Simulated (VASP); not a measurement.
**Ga3Se: single point with PBEsol**

Crystal: Ga3Se.

```xyz
4
Lattice="4.4325 0.0000 0.0000 0.0000 4.4325 0.0000 0.0000 0.0000 4.4325" Properties=species:S:1:pos:R:3 pbc="T T T"
Ga    0.0000    2.2162    2.2162
Ga    2.2162    0.0000    2.2162
Ga    2.2162    2.2162    0.0000
Se    0.0000    0.0000    0.0000
```

```
Program                : VASP 6.6.1
Task                   : single point
Functional             : PBEsol
Potentials or basis    : VASP PAW PBE potentials, release 64 (Ga_d, Se)
Cutoff                 : 520 eV
k mesh                 : 10 × 10 × 10
Occupations            : gaussian, width 0.3 eV
Spin                   : no spin polarisation
Dipole correction      : no
Further INCAR settings : ALGO = Normal; EDIFF = 1e-07; NBANDS = 30
```

```yaml
Pressure: -3.6 GPa
Band_gap_on_the_k_mesh: zero (an odd number of electrons rules out a gap without spin polarisation)
```

Levels at points of the mesh, in eV from the Fermi level:
```csv
k point,band 20,band 21,band 22,band 23,band 24,band 25
"(0.00, 0.00, 0.00)",-3.72,-2.83,-2.83,1.62,1.62,1.62
"(0.50, 0.00, 0.00)",-2.78,-2.14,-1.03,-0.25,-0.25,1.16
"(0.50, 0.50, 0.00)",-2.15,-0.80,-0.69,-0.69,1.38,1.66
"(0.50, 0.50, 0.50)",-4.87,-4.87,-4.87,-3.47,3.98,3.98
```

Run time: 2.6 min on 1 thread of Intel Xeon 8259CL (shared host), peak memory 0.28 GiB.

Caveat: the cell stands under tension; so wide a smearing shifts energies and pressures; the PAW data sets were made with another functional, which shifts forces and pressure a little.
